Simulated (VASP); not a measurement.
Input of a VASP 6.6.1 run:

The input INCAR:

```
PREC = Accurate
ENCUT = 820
EDIFF = 1E-6
ISMEAR = 0
SIGMA = 0.1
LREAL = F
LASPH = T
NELM = 120
ALGO = Normal
ISIF = 2
LWAVE = F
LCHARG = F
GGA = PE
NBANDS = 26
GGA_COMPAT = F
```

KPOINTS

```
Automatic mesh
0
Gamma
  8 8 8
```

The input POSCAR:

```
Cu
1.0
    0.0000000000      2.1184504630      4.5841524149
    1.2945355097      0.0000000000      4.5841524149
    1.2945355097      2.1184504630      0.0000000000
Cu
2
Direct
    0.1325515634      0.1325515634      0.8674484366
    0.8674484366      0.8674484366      0.1325515634
```

Potentials or basis: VASP PAW PBE potentials, release 64 (Cu_sv_GW).

The run is started by

```console
$ cat potpaw_PBE.64/Cu_sv_GW/POTCAR > POTCAR
$ mpirun -np 1 vasp_std > vasp.out
```

Task: Estimate the largest force.

Result: 0.004 eV/Å.

Task: Predict the band gap on the k mesh.

Result: Zero (bands 19 and 20 overlap by 5.80 eV).

Task: Estimate the pressure.

Result: -1.9 GPa.

Stress tensor (GPa, compression positive):
```
-1.72  0.00  0.00
 0.00 -1.83  0.00
 0.00  0.00 -2.02
```

Caveat: the k points lie up to 0.37 Å⁻¹ apart, too coarse for converged energies and pressures of a metal.
